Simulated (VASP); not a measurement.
Set up this calculation in VASP 6.6.1, as the native input.

```yaml
Task: single point
Functional: r2SCAN
Potentials_or_basis: VASP PAW PBE potentials, release 64 (In_d, Ga_d, As)
Cutoff: 520 eV
k_mesh: 8 × 8 × 6
Occupations: gaussian, width 0.01 eV
Spin: no spin polarisation
Dipole_correction: no
Further_INCAR_settings: ALGO = Normal; EDIFF = 1e-06; NBANDS = 26
```

Crystal: InGaAs2.

```xyz
4
Lattice="4.1740 0.0000 0.0000 0.0000 4.1740 0.0000 0.0000 0.0000 5.8039" Properties=species:S:1:pos:R:3 pbc="T T T"
In    0.0000    0.0000    2.9019
Ga    2.0870    2.0870    0.0000
As    2.0870    0.0000    4.4690
As    0.0000    2.0870    1.3349
```

This cell differs from its parent crystal: uniaxial strain along c: -2.0 %.

These files were run (other wordings do the same):

POSCAR

```
InGaAs2
1.0
    4.1740485776      0.0000000000      0.0000000000
    0.0000000000      4.1740485776      0.0000000000
    0.0000000000      0.0000000000      5.8038565743
In Ga As
1 1 2
Direct
    0.0000000000      0.0000000000      0.5000000000
    0.5000000000      0.5000000000      0.0000000000
    0.5000000000      0.0000000000      0.7699994372
    0.0000000000      0.5000000000      0.2300005628
```

INCAR.step1

```
ALGO = Normal
EDIFF = 1E-4
ENCUT = 520
GGA = PE
ISMEAR = 0
LASPH = True
LCHARG = False
LREAL = False
LWAVE = True
NBANDS = 26
NELM = 60
PREC = Accurate
SIGMA = 0.01
```

INCAR.step2

```
ALGO = Normal
EDIFF = 1E-6
ENCUT = 520
ISIF = 2
ISMEAR = 0
ISTART = 1
LASPH = True
LCHARG = True
LELF = True
LMIXTAU = True
LREAL = False
LVHAR = True
LWAVE = False
METAGGA = R2SCAN
NBANDS = 26
NELM = 60
PREC = Accurate
SIGMA = 0.01
```

KPOINTS

```
k-points
0
Gamma
  8 8 6
```

Potentials or basis: VASP PAW PBE potentials, release 64 (In_d, Ga_d, As).

Command:

```console
$ cat potpaw_PBE.64/In_d/POTCAR potpaw_PBE.64/Ga_d/POTCAR potpaw_PBE.64/As/POTCAR > POTCAR
$ cp INCAR.step1 INCAR
$ mpirun -np 1 vasp_std > vasp.out
$ cp INCAR.step2 INCAR
$ mpirun -np 1 vasp_std > vasp.out
```

It gave:

| Item | Value |
| --- | --- |
| Pressure | 0.7 GPa |
| Largest force | 0.009 eV/Å |
| Band gap on the k mesh | 0.38 eV |

Caveat: the cell differs from its parent crystal (uniaxial strain along c: -2.0 %); semilocal functionals underestimate gaps, and a narrow one can read as zero; the PAW data sets were made with another functional, which shifts forces and pressure a little; spin-orbit coupling is left out, which moves the levels of the heavy elements.

It took 8.8 min on 1 thread of Intel Xeon 8259CL, on a shared host, peak memory 0.34 GiB.
